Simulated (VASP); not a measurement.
GaN:

```
Ga N
1.0
     3.02331    0.00000    0.00000
    -1.51165    2.61826    0.00000
     0.00000    0.00000    2.94878
Ga N
1 1
Direct
  0.66667 0.33333 0.50000
  0.00000 0.00000 0.00000
```

- Program: VASP 6.6.1
- Task: relaxation of cell and atoms
- Functional: PBE
- Potentials or basis: VASP PAW PBE potentials, release 64 (Ga_d, N)
- Cutoff: 600 eV
- k mesh: 6 × 6 × 6
- Occupations: gaussian, width 0.1 eV
- Spin: no spin polarisation

At the start: pressure -15.6 GPa; volume 11.67 Å³/atom.

Question: How do energy, volume and symmetry change on relaxing?

Answer: Over 9 steps the energy falls by 137.4 meV/atom and the volume is 10.43 Å³/atom (-10.7 %); space group P-6m2 (No. 187, to 0.05 Å).

The path:
```csv
step,energy change (eV),largest force (eV/Å),pressure (GPa),volume (Å³)
1,0.0000,0.0000,-15.58,23.34
2,-0.2057,0.0000,13.29,19.63
3,-0.2723,0.0000,0.75,20.71
4,-0.2726,0.0000,1.50,20.64
5,-0.2725,0.0000,1.97,20.59
6,-0.2742,0.0000,0.43,20.84
7,-0.2745,0.0000,0.95,20.76
8,-0.2746,0.0000,-0.72,20.93
9,-0.2748,0.0000,0.14,20.85
```

Final structure:
```cif
data_structure
_symmetry_space_group_name_H-M 'P 1'
_symmetry_Int_Tables_number 1
_cell_length_a 2.9984
_cell_length_b 2.9984
_cell_length_c 2.6779
_cell_angle_alpha 90.000
_cell_angle_beta 90.000
_cell_angle_gamma 120.000
_cell_volume 20.85
loop_
_atom_site_label
_atom_site_type_symbol
_atom_site_fract_x
_atom_site_fract_y
_atom_site_fract_z
_atom_site_occupancy
Ga1 Ga 0.66667 0.33333 0.50000 1
N1 N 0.00000 0.00000 0.00000 1
```

Caveat: the k points lie up to 0.40 Å⁻¹ apart in the final cell.
